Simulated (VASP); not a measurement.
Runs of VASP 6.6.1 on Be5Te2. The structure is that of space group P-3m1 (No. 164), or close to it. The cells are those of the table. 

```csv
task,cell,k mesh,cutoff (eV),smearing,gap on the mesh (eV),pressure (GPa),largest force (eV/Å)
relaxation of cell and atoms,"relaxed from a = 3.920, b = 3.920, c = 8.100 Å, angles 90.0, 90.0, 120.0°, 7 atoms",5 × 5 × 2,600,gaussian 0.2 eV,none,-0.4,0.04
single point,"a = 3.839, b = 3.839, c = 9.737 Å, angles 90.0, 90.0, 120.0°, 7 atoms",12 × 12 × 4,520,gaussian 0.1 eV,none,0.1,0.04
single point,"a = 3.839, b = 3.839, c = 9.737 Å, angles 90.0, 90.0, 120.0°, 7 atoms",6 × 6 × 2,520,gaussian 0.2 eV,none,(a),0.10
single point,"a = 3.844, b = 3.844, c = 9.396 Å, angles 90.0, 90.0, 120.0°, 7 atoms",5 × 5 × 2,520,gaussian 0.2 eV,none,0.3,0.05
single point,"a = 3.837, b = 3.837, c = 9.620 Å, angles 90.0, 90.0, 120.0°, 7 atoms",6 × 6 × 2,520,gaussian 0.2 eV,none,0.1,0.04
```

Alike in all rows: level PBE; potentials or basis VASP PAW PBE potentials, release 64 (Be, Te); no spin polarisation.

**Question.** Estimate the missing entries.

**Answer.** (a) 0.0.

Caveats: some runs use coarse meshes; spin-orbit coupling is left out, which moves the levels of the heavy elements; the relaxation stopped at a loose force limit of 0.08 eV/Å, so its end isn't a converged minimum (some runs).

A k mesh can miss the band edges, and the runs leave out spin-orbit coupling on Te.

A gap of «none» marks levels without a gap at the run's occupations.
